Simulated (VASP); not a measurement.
A run of VASP 6.6.1 is set up as follows.

File POSCAR:

```
Te
1.0
    4.4540000000      0.0000000000      0.0000000000
   -2.2270000000      3.8572771485      0.0000000000
    0.0000000000      0.0000000000      5.9240000000
Te
3
Direct
    0.7310000000      0.7310000000      0.0000000000
    0.0000000000      0.2690000000      0.6666666667
    0.2690000000      0.0000000000      0.3333333333
```

Contents of INCAR.step1:

```
SYSTEM = Te
ALGO     = Normal         ! electronic algorithm
EDIFF    = 1E-5           ! SCF threshold, eV
ENCUT    = 520            ! plane-wave cutoff, eV
GGA      = PE             ! functional
ISIF     = 2              ! what is computed and relaxed
ISMEAR   = -1             ! smearing method
LASPH    = .TRUE.         ! aspherical terms in the spheres
LCHARG   = .FALSE.        ! write CHGCAR
LREAL    = .FALSE.        ! projectors in reciprocal space
LWAVE    = .TRUE.         ! write WAVECAR
NBANDS   = 16             ! bands
NELM     = 80             ! most SCF steps
PREC     = Accurate       ! precision mode
SIGMA    = 0.05           ! smearing width, eV
```

The input INCAR.step2:

```
SYSTEM = Te
AEXX     = 0.25           ! exact-exchange fraction
ALGO     = Normal         ! electronic algorithm
EDIFF    = 1E-6           ! SCF threshold, eV
ENCUT    = 520            ! plane-wave cutoff, eV
GGA      = PE             ! functional
HFSCREEN = 0.4            ! screening, 1/A
ISIF     = 2              ! what is computed and relaxed
ISMEAR   = -1             ! smearing method
ISTART   = 1            
LASPH    = .TRUE.         ! aspherical terms in the spheres
LCHARG   = .FALSE.        ! write CHGCAR
LHFCALC  = .TRUE.         ! exact exchange
LREAL    = .FALSE.        ! projectors in reciprocal space
LWAVE    = .FALSE.        ! write WAVECAR
NBANDS   = 16             ! bands
NELM     = 80             ! most SCF steps
PREC     = Accurate       ! precision mode
PRECFOCK = Normal       
SIGMA    = 0.05           ! smearing width, eV
```

Contents of KPOINTS:

```
k-points
0
G
  4 4 3
  0 0 0
```

Potentials or basis: VASP PAW PBE potentials, release 64 (Te).

Command:

```sh
$ cat potpaw_PBE.64/Te/POTCAR > POTCAR
$ cp INCAR.step1 INCAR
$ mpirun -np 1 vasp_std > vasp.out
$ cp INCAR.step2 INCAR
$ mpirun -np 1 vasp_std > vasp.out
```

(1) Predict the largest force.

(2) Estimate the pressure.

(3) What does it give for the band gap on the k mesh?

Answers

(1) 0.172 eV/Å.

(2) -0.1 GPa.

(3) 1.04 eV (least direct gap 1.25 eV).

Caveat: the PAW data sets were made with another functional, which shifts forces and pressure a little; spin-orbit coupling is left out, which moves the levels of the heavy elements.
